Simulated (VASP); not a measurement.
Runs of VASP 6.6.1 on InAs. Symmetry: F-43m, No. 216, cubic system. Conventional cell: a = 6.048 Å, b = 6.048 Å, c = 6.048 Å, α = 90.00°, β = 90.00°, γ = 90.00°. In (site symmetry -43m) has 4 As at 2.62 Å within 3.5 Å. As (site symmetry -43m) has 4 In at 2.62 Å within 3.5 Å. 

```tsv
level	share of exact exchange	screening parameter	gap on the mesh (eV)	pressure (GPa)
HSE06	0.25	0.2079 1/Å	(b)	1.7
PBE-based screened hybrid with 45 % exact exchange	0.45	0.1 1/Å	(a)	-0.4
PBE-based screened hybrid with 20 % exact exchange	0.2	0.20787 1/Å	(c)	2.0
PBE0	0.25	-	1.13	1.4
```

Alike in all rows: task single point; potentials or basis VASP PAW PBE potentials, release 64 (In_d, As); no spin polarisation; cell as given; k mesh 6 × 6 × 6; cutoff (eV) 520; smearing gaussian 0.05 eV.

Q: Estimate the missing entries.

A: (a) 1.69; (b) 0.54; (c) 0.38.

Caveats: the PAW data sets were made with another functional, which shifts forces and pressure a little; spin-orbit coupling is left out, which moves the levels of the heavy elements.

A k mesh can miss the band edges, and the runs leave out spin-orbit coupling on As, In.
